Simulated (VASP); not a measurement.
# HfAlB4 (P6/mmm) in VASP: single point with LDA

Aim: the single point of HfAlB4 with LDA.

Everything below comes from runs of VASP 6.6.1. Logs are shortened: lines on timing, memory, paths and dates and some standing lists are left out, and cuts for length are marked.

## 1. The cell of the first run

It takes space group P6/mmm (No. 191, hexagonal). Conventional cell: a = 3.052 Å, b = 3.052 Å, c = 6.923 Å, α = 90.00°, β = 90.00°, γ = 120.00°. Hf (site symmetry 6/mmm) has 12 B at 2.54 Å and 6 Hf at 3.05 Å and 2 Al at 3.46 Å within 3.5 Å. Al (site symmetry 6/mmm) has 12 B at 2.40 Å and 6 Al at 3.05 Å within 3.2 Å. B (site symmetry 3m) has 3 B at 1.76 Å within 2.3 Å.

## 2. Single point, LDA

The input, POSCAR:

```
HfAlB4
1.0
    3.0517753580     -0.0000000289      0.0000000000
   -1.5258876540      2.6429150011      0.0000000000
    0.0000000000      0.0000000000      6.9230554941
Hf Al B
1 1 4
Direct
    0.0000000000      0.0000000000      0.0000000000
    0.0000000000      0.0000000000      0.5000000000
    0.3333333333      0.6666666667      0.2646293148
    0.3333333333      0.6666666667      0.7353706852
    0.6666666667      0.3333333333      0.2646293148
    0.6666666667      0.3333333333      0.7353706852
```

The input, INCAR.step1:

```
SYSTEM = HfAlB4
PREC = Accurate
ENCUT = 520
EDIFF = 1E-6
ISMEAR = 0
SIGMA = 0.1
LREAL = .False.
LASPH = .True.
NELM = 60
ALGO = Fast
ISIF = 2
LWAVE = .False.
LCHARG = .True.
LMAXMIX = 4
NBANDS = 22
```

The input, KPOINTS.step1:

```
Automatic mesh
0
Gamma
  12 12 6
  0 0 0
```

The input, INCAR.step2:

```
SYSTEM = HfAlB4
PREC = Accurate
ENCUT = 520
EDIFF = 1E-6
ISMEAR = -5
SIGMA = 0.1
LREAL = .False.
LASPH = .True.
NELM = 60
ALGO = Fast
ISIF = 2
LWAVE = .False.
LCHARG = .False.
LMAXMIX = 4
LORBIT = 10
NBANDS = 22
NEDOS = 1001
ICHARG = 11
```

The input, KPOINTS.step2:

```
Automatic mesh
0
Gamma
  18 18 9
  0 0 0
```

Potentials or basis: VASP PAW LDA potentials, release 64 (Hf_pv, Al, B).

On the command line:

```sh
> cat potpaw_LDA.64/Hf_pv/POTCAR potpaw_LDA.64/Al/POTCAR potpaw_LDA.64/B/POTCAR > POTCAR
> cp INCAR.step1 INCAR
> cp KPOINTS.step1 KPOINTS
> mpirun -np 1 vasp_std > vasp.out
> cp INCAR.step2 INCAR
> cp KPOINTS.step2 KPOINTS
> mpirun -np 1 vasp_std > vasp.out
```

OUTCAR:

```text
SYSTEM = HfAlB4
   PREC = Accurate
   ENCUT = 520
   EDIFF = 1E-6
   ISMEAR = -5
   LREAL = .False.
   LASPH = .True.
   NELM = 60
   ISIF = 2
   LORBIT = 10
   ICHARG = 11

 ion  position               nearest neighbor table
   1  0.000  0.000  0.000-   3 2.54   4 2.54   5 2.54   6 2.54   3 2.54   4 2.54   5 2.54   6 2.54
                             5 2.54   6 2.54   3 2.54   4 2.54   2 3.46   2 3.46
   2  0.000  0.000  0.500-   3 2.40   4 2.40   5 2.40   6 2.40   3 2.40   4 2.40   5 2.40   6 2.40
                             5 2.40   6 2.40   3 2.40   4 2.40   1 3.46   1 3.46
   3  0.333  0.667  0.265-   5 1.76   5 1.76   5 1.76   2 2.40   2 2.40   2 2.40   1 2.54   1 2.54
                             1 2.54
   4  0.333  0.667  0.735-   6 1.76   6 1.76   6 1.76   2 2.40   2 2.40   2 2.40   1 2.54   1 2.54
                             1 2.54
   5  0.667  0.333  0.265-   3 1.76   3 1.76   3 1.76   2 2.40   2 2.40   2 2.40   1 2.54   1 2.54
                             1 2.54
   6  0.667  0.333  0.735-   4 1.76   4 1.76   4 1.76   2 2.40   2 2.40   2 2.40   1 2.54   1 2.54
                             1 2.54

  LATTYP: Found a hexagonal cell.
 ALAT       =     3.0517753580
 C/A-ratio  =     2.2685337818

  Lattice vectors:

 A1 = (   3.0517753580,  -0.0000000289,   0.0000000000)
 A2 = (  -1.5258876540,   2.6429150011,   0.0000000000)
 A3 = (   0.0000000000,   0.0000000000,   6.9230554941)

Analysis of symmetry for initial positions (statically):
=====================================================================
 Subroutine PRICEL returns:
 Original cell was already a primitive cell.

 Routine SETGRP: Setting up the symmetry group for a
 hexagonal supercell.

 Subroutine GETGRP returns: Found 24 space group operations
 (whereof 24 operations were pure point group operations)
 out of a pool of 24 trial point group operations.

The static configuration has the point symmetry D_6h.

Analysis of symmetry for dynamics (positions and initial velocities):
=====================================================================
 Subroutine PRICEL returns:
 Original cell was already a primitive cell.

 Routine SETGRP: Setting up the symmetry group for a
 hexagonal supercell.

 Subroutine GETGRP returns: Found 24 space group operations
 (whereof 24 operations were pure point group operations)
 out of a pool of 24 trial point group operations.

The dynamic configuration has the point symmetry D_6h.

 Subroutine INISYM returns: Found 24 space group operations
 (whereof 24 operations are pure point group operations),
 and found     1 'primitive' translations

----------------------------------------------------------------------------------------

                                     Primitive cell

  volume of cell :      55.8385

  direct lattice vectors                    reciprocal lattice vectors
     3.051775358 -0.000000029  0.000000000     0.327678118  0.189185045  0.000000000
    -1.525887654  2.642915001  0.000000000     0.000000004  0.378370097  0.000000000
     0.000000000  0.000000000  6.923055494     0.000000000  0.000000000  0.144444892

  length of vectors
     3.051775358  3.051775358  6.923055494     0.378370097  0.378370097  0.144444892

  position of ions in fractional coordinates (direct lattice)
     0.000000000  0.000000000  0.000000000
     0.000000000  0.000000000  0.500000000
     0.333333333  0.666666667  0.264629315
     0.333333333  0.666666667  0.735370685
     0.666666667  0.333333333  0.264629315
     0.666666667  0.333333333  0.735370685

  ion indices of the primitive-cell ions
   primitive index   ion index
                 1           1
                 2           2
                 3           3
                 4           4
                 5           5
                 6           6

----------------------------------------------------------------------------------------

 KPOINTS: Automatic mesh

Automatic generation of k-mesh.
 Grid dimensions read from file:
 generate k-points for:   18   18    9

 Generating k-lattice:

  Cartesian coordinates                     Fractional coordinates (reciprocal lattice)
     0.018204340  0.010510280  0.000000000     0.055555556  0.000000000  0.000000000
     0.000000000  0.021020561  0.000000000    -0.000000000  0.055555556  0.000000000
     0.000000000  0.000000000  0.016049432     0.000000000  0.000000000  0.111111111

  Length of vectors
     0.021020561  0.021020561  0.016049432

  Shift w.r.t. Gamma in fractional coordinates (k-lattice)
     0.000000000  0.000000000  0.000000000

 TETIRR: Found   2805 inequivalent tetrahedra from    17496

 Subroutine IBZKPT returns following result:
 ===========================================

 Found    185 irreducible k-points:

 Following reciprocal coordinates:
            Coordinates               Weight
  0.000000  0.000000  0.000000      1.000000
  0.055556  0.000000  0.000000      6.000000
  0.111111  0.000000  0.000000      6.000000
  0.166667  0.000000  0.000000      6.000000
  0.222222 -0.000000  0.000000      6.000000
  0.277778  0.000000  0.000000      6.000000
[... 16 lines left out ...]
  0.333333  0.111111  0.000000     12.000000
  0.388889  0.111111  0.000000     12.000000
 [... further k-points ...]
   k-points           NKPTS =    185   k-points in BZ     NKDIM =    185   number of bands    NBANDS=     22
   number of dos      NEDOS =   1001   number of ions     NIONS =      6
   total plane-waves  NPLWV =  31104
   dimension x,y,z NGX =    24 NGY =   24 NGZ =   54
   dimension x,y,z NGXF=    48 NGYF=   48 NGZF=  108
   ions per type =               1   1   4
   NGX,Y,Z   is equivalent  to a cutoff of  13.07, 13.07, 12.97 a.u.
   NGXF,Y,Z  is equivalent  to a cutoff of  26.15, 26.15, 25.93 a.u.
 SYSTEM =  HfAlB4
   PREC   = accura    normal or accurate (medium, high low for compatibility)
   ISTART =      0    job   : 0-new  1-cont  2-samecut
   ICHARG =     11    charge: 1-file 2-atom 10-const
   ISPIN  =      1    spin polarized calculation?
   LNONCOLLINEAR =      F non collinear calculations
   LSORBIT =      F    spin-orbit coupling
   LASPH  =      T    aspherical Exc in radial PAW
   ENCUT  =  520.0 eV  38.22 Ry    6.18 a.u.   5.67  5.67 12.87*2*pi/ulx,y,z
   NELM   =     60;   NELMIN=  2; NELMDL=  0     # of ELM steps
   EDIFF  = 0.1E-05   stopping-criterion for ELM
   LREAL  =      F    real-space projection
   EDIFFG = 0.1E-04   stopping-criterion for IOM
   NSW    =      0    number of steps for IOM
   IBRION =     -1    ionic relax: 0-MD 1-quasi-New 2-CG
   NFREE  =      0    steps in history (QN), initial steepest desc. (CG)
   ISIF   =      2    stress and relaxation
   ISYM   =      2    0-nonsym 1-usesym 2-fastsym
   POTIM  = 0.5000    time-step for ionic-motion
   TEBEG  =    0.0;   TEEND  =   0.0 temperature during run
   PSTRESS=    0.0 pullay stress
   NELECT =      25.0000    total number of electrons
   NUPDOWN=      -1.0000    fix difference up-down
   EMIN   =  10.00;   EMAX   =-10.00  energy-range for DOS
   EFERMI =   0.00;   METHOD = LEGACY
   ISMEAR =    -5;   SIGMA  =   0.10  broadening in eV -4-tet -1-fermi 0-gaus
   EFERMI_NEDOS =   21; number of points for ismear=-14 and -15
   IALGO  =     68    algorithm
   IMIX   =      4    mixing-type and parameters
     AMIX     =   0.40;   BMIX     =  1.00
     AMIX_MAG =   1.60;   BMIX_MAG =  1.00
  volume/ion in A,a.u.               =       9.31        62.80
  Fermi-wavevector in a.u.,A,eV,Ry     =   1.252402  2.366696 21.340874  1.568510
  Thomas-Fermi vector in A             =   2.386304
   LORBIT       =     10    0 simple, 1 ext, 2 COOP (PROOUT), +10 PAW based schemes
   GGA     = CA    functional components
   LHFCALC =     F    Hartree Fock is set to
   AEXX    =    0.0000 exact exchange contribution
   IVDW    =     0    specifies the selected vdW correction
   LEPSILON=     F    determine dielectric tensor
   LRPA    =     F    only Hartree local field effects (RPA)
 non-spin polarized calculation
 RMM-DIIS sequential band-by-band and
 Fermi weights with tetrahedron method with Bloechl corrections
  energy-cutoff  :      520.00
  volume of cell :       55.84
 maximum number of plane-waves:      1532
 NGX is ok and might be reduce to    24

 number of electron      25.0000003 magnetization

 Free energy of the ion-electron system (eV)
  ---------------------------------------------------
  ext. energy  EPLUGINS =         0.00000000
  ---------------------------------------------------
  free energy    TOTEN  =       -47.73707196 eV

  energy without entropy =      -47.73707196  energy(sigma->0) =      -47.73707196

 E-fermi :   8.2916     XC(G=0): -12.2937

 val. band max:        8.3891484628   @ k =   0.1111   0.1111   0.4444
 cond. band min:       8.2042655645   @ k =   0.1667   0.1111   0.2222
 fundamental gap:     -0.1848828983
 Fermi energy:         8.2916119331

 k-point     1 :       0.0000    0.0000    0.0000
  band No.  band energies     occupation
      1     -22.1162      2.00000
      2     -21.3546      2.00000
      3     -21.3546      2.00000
      4      -6.0720      2.00000
      5      -3.8183      2.00000
      6      -0.9112      2.00000
[... 14 lines left out ...]
     21      15.1518      0.00000
     22      16.7817      0.00000

 k-point     2 :       0.0556    0.0000    0.0000
  band No.  band energies     occupation
      1     -22.1104      2.00000
      2     -21.3859      2.00000
      3     -21.3614      2.00000
      4      -6.0124      2.00000
      5      -3.7784      2.00000
      6      -0.8260      2.00000
[... 14 lines left out ...]
     21      15.2681      0.00000
     22      16.4727      0.00000
[... 523 lines left out ...]
     21      15.8845      0.00000
     22      16.5015      0.00000

 k-point    24 :       0.3889    0.1111    0.0000
  band No.  band energies     occupation
      1     -22.2555      2.00000
      2     -21.9212      2.00000
      3     -21.6423      2.00000
      4      -2.3494      2.00000
      5      -1.2972      2.00000
      6      -0.5162      2.00000
[... 14 lines left out ...]
     21      15.9185      0.00000
     22      16.8414      0.00000

 [... further k-points ...]

------------------------ aborting loop because EDIFF is reached ----------------------------------------

  FORCE on cell =-STRESS in cart. coord.  units (eV):
  Direction    XX          YY          ZZ          XY          YZ          ZX
  --------------------------------------------------------------------------------------
  -------------------------------------------------------------------------------------
  Total       -3.3559653     -3.3559653     -3.2398043      0.0000000      0.0000000     -0.0000000
  in kB      -96.2929467    -96.2929466    -92.9599295      0.0000000      0.0000000     -0.0000000
  external PRESSURE =     -95.1819409 kB  Pullay stress =       0.0000000 kB

 VOLUME and BASIS-vectors are now :
 -----------------------------------------------------------------------------
  energy-cutoff  :      520.00
  volume of cell :       55.84
      direct lattice vectors                 reciprocal lattice vectors
     3.051775358 -0.000000029  0.000000000     0.327678118  0.189185045  0.000000000
    -1.525887654  2.642915001  0.000000000     0.000000004  0.378370097  0.000000000
     0.000000000  0.000000000  6.923055494     0.000000000  0.000000000  0.144444892

 POSITION                                       TOTAL-FORCE (eV/Angst)
 -----------------------------------------------------------------------------------
      0.00000      0.00000      0.00000        -0.000000     -0.000000      0.000000
      0.00000      0.00000      3.46153        -0.000000     -0.000000      0.000000
      0.00000      1.76194      1.83204         0.000000      0.000000     -0.106873
      0.00000      1.76194      5.09101         0.000000      0.000000      0.106873
      1.52589      0.88097      1.83204        -0.000000     -0.000000     -0.106873
      1.52589      0.88097      5.09101        -0.000000      0.000000      0.106873
 -----------------------------------------------------------------------------------
    total drift:                               -0.000000     -0.000000     -0.000000

  FREE ENERGIE OF THE ION-ELECTRON SYSTEM (eV)
  ---------------------------------------------------
  free  energy   TOTEN  =       -47.7370719577 eV

  energy  without entropy=      -47.7370719577  energy(sigma->0) =      -47.73707196

 total charge

# of ion       s       p       d       tot
------------------------------------------
    1        0.311   6.561   1.861   8.732
    2        0.336   0.348   0.000   0.684
    3        0.666   1.320   0.000   1.986
    4        0.666   1.320   0.000   1.986
    5        0.666   1.320   0.000   1.986
    6        0.666   1.320   0.000   1.986
--------------------------------------------------
tot          3.310  12.189   1.861  17.359
```

It took 3.6 min on 1 thread of Oxide Virtual Turin-like, shared host; peak memory 0.3 GiB.

Results:

* Valence electrons inside the program's atomic spheres: Hf 8.73; Al 0.68; B 1.99

Levels at points of the mesh, in eV from the Fermi level:
```tsv
k point	band 10	band 11	band 12	band 13	band 14	band 15
(0.00, 0.00, 0.00)	-1.71	-0.54	-0.54	2.18	2.18	2.65
(0.50, 0.00, 0.00)	-3.92	-3.63	-2.68	-0.77	1.72	3.14
```

Caveat: spin-orbit coupling is left out, which moves the levels of the heavy elements.
